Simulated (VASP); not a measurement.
A run of VASP 6.6.1:

File INCAR:

```
SYSTEM = Zn4Ge4P8H
  PREC = Accurate
  ENCUT = 520
  EDIFF = 1E-7
  ISMEAR = 0
  SIGMA = 0.02
  LREAL = Auto
  LASPH = .TRUE.
  NELM = 60
  ALGO = Normal
  ISIF = 2
  LWAVE = .FALSE.
  LCHARG = .FALSE.
  GGA = PE
  NELECT = 146.0
  NBANDS = 86
```

The input KPOINTS:

```
Automatic mesh
0
Gamma
  2 2 2
  0.5 0.5 0.5
```

File POSCAR:

```
Zn4Ge4P8H
1.0
    2.7500814167      2.7500814167     -5.4220272045
    2.7500814167      2.7500814167      5.4220272045
    5.5001628335     -5.5001628335      0.0000000000
Zn Ge P H
4 4 8 1
Direct
    0.0010224558      0.0002373251      0.0017298579
    0.4989776726      0.4747518627      0.4994929392
    0.0131735714      0.5095978604      0.7473902363
    0.4951538777      0.0032795474      0.2365707233
    0.5047421830      0.5001426118     -0.0010548779
   -0.0415773454     -0.0163860295      0.5028007504
    0.0140083663      0.5093574117      0.2514164656
    0.4905574360     -0.0055741581      0.7573683955
    0.1304203147      0.3788993336      0.0022012985
    0.5297843197      0.8375050184      0.4969374694
    0.6319992547      0.3688974763      0.7543946653
    0.1187875491      0.8827575263      0.2537303971
    0.6288248804      0.8731631971      0.9970454814
    0.1216442736      0.3628066564      0.4965775710
    0.6373427961      0.3764590074      0.2436550591
    0.1206419510      0.8871456669      0.7500903382
    0.2970630305     -0.2288952305      0.5065344580
```

Potentials or basis: VASP PAW PBE potentials, release 64 (Zn, Ge_d, P, H).

Run with:

```sh
$ cat potpaw_PBE.64/Zn/POTCAR potpaw_PBE.64/Ge_d/POTCAR potpaw_PBE.64/P/POTCAR potpaw_PBE.64/H/POTCAR > POTCAR
$ mpirun -np 1 vasp_std > vasp.out
```

Hardware: 1 thread of Intel Xeon 8259CL, with other jobs on the host.

Q: Estimate the wall time of this run.

A: It took 6.2 min on 1 thread of Intel Xeon 8259CL (shared host), peak memory 0.41 GiB. Counts: scf iterations 18, k points 4.
